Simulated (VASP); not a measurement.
Set up this calculation in VASP 6.6.1, as the native input.

```yaml
Task: single point
Functional: PBEsol
Potentials_or_basis: VASP PAW PBE potentials, release 64 (Hg, Te)
Cutoff: 520 eV
k_mesh: 4 × 4 × 4
Occupations: fermi-dirac, width 0.02 eV
Spin: no spin polarisation
Dipole_correction: no
Further_INCAR_settings: ALGO = Normal; EDIFF = 1e-06; NBANDS = 16
```

The structure of HgTe lies in POSCAR:

```
HgTe
1.0
    0.0000000000      3.2891972858      3.2891972858
    3.2891972858      0.0000000000      3.2891972858
    3.2891972858      3.2891972858      0.0000000000
Hg Te
1 1
Direct
    0.0000000000      0.0000000000      0.0000000000
    0.2500000000      0.2500000000      0.2500000000
```

The input as run:

INCAR

```
SYSTEM = HgTe
  ALGO = Normal
  EDIFF = 1E-6
  ENCUT = 520
  GGA = PS
  ISIF = 2
  ISMEAR = -1
  LASPH = .True.
  LCHARG = .True.
  LELF = .True.
  LREAL = .False.
  LVHAR = .True.
  LWAVE = .False.
  NBANDS = 16
  NELM = 100
  PREC = Accurate
  SIGMA = 0.02
```

KPOINTS

```
k-points
0
Gamma
  4 4 4
  0 0 0
```

Potentials or basis: VASP PAW PBE potentials, release 64 (Hg, Te).

The run is started by

```console
$ cat potpaw_PBE.64/Hg/POTCAR potpaw_PBE.64/Te/POTCAR > POTCAR
$ mpirun -np 1 vasp_std > vasp.out
```

It gave:

- Pressure: -0.7 GPa
- Band gap on the k mesh: zero (filled and empty bands touch)

Caveat: the k points lie up to 0.41 Å⁻¹ apart; semilocal functionals underestimate gaps, and a narrow one can read as zero; the PAW data sets were made with another functional, which shifts forces and pressure a little; spin-orbit coupling is left out, which moves the levels of the heavy elements.

It took 8.3 s on 1 thread of Intel(R) Xeon(R) Platinum 8488C (Sapphire Rapids), on a shared host, peak memory 0.2 GiB.
